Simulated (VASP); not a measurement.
The system is Ta.

```
CELL_PARAMETERS angstrom
-1.65157 1.65157 1.65157
1.65157 -1.65157 1.65157
1.65157 1.65157 -1.65157
ATOMIC_POSITIONS crystal
Ta 0.00000 0.00000 0.00000
```

| Property | Result |
| --- | --- |
| Program | VASP 6.6.1 |
| Task | relaxation of cell and atoms |
| Functional | LDA |
| Potentials or basis | VASP PAW LDA potentials, release 64 (Ta_sv_GW) |
| Cutoff | 500 eV |
| k mesh | 18 × 18 × 18 |
| Occupations | fermi-dirac, width 0.08 eV |
| Spin | no spin polarisation |

At the start: pressure -9.7 GPa; volume 18.02 Å³/atom.

Question: How do energy, volume and symmetry change on relaxing?

Answer: Over 4 steps the energy falls by 26.3 meV/atom and the volume is 17.19 Å³/atom (-4.6 %); space group Im-3m (No. 229, to 0.1 Å) before and after.

Step by step:
| step | energy change (eV) | largest force (eV/Å) | pressure (GPa) | volume (Å³) |
| --- | --- | --- | --- | --- |
| 1 | 0.0000 | 0.0000 | -9.71 | 18.02 |
| 2 | 0.1449 | 0.0000 | 32.12 | 15.32 |
| 3 | -0.0263 | 0.0000 | -0.50 | 17.22 |
| 4 | -0.0263 | 0.0000 | -0.04 | 17.19 |

Final structure:
```
CELL_PARAMETERS angstrom
-1.62579 1.62579 1.62579
1.62579 -1.62579 1.62579
1.62579 1.62579 -1.62579
ATOMIC_POSITIONS crystal
Ta 0.00000 0.00000 0.00000
```
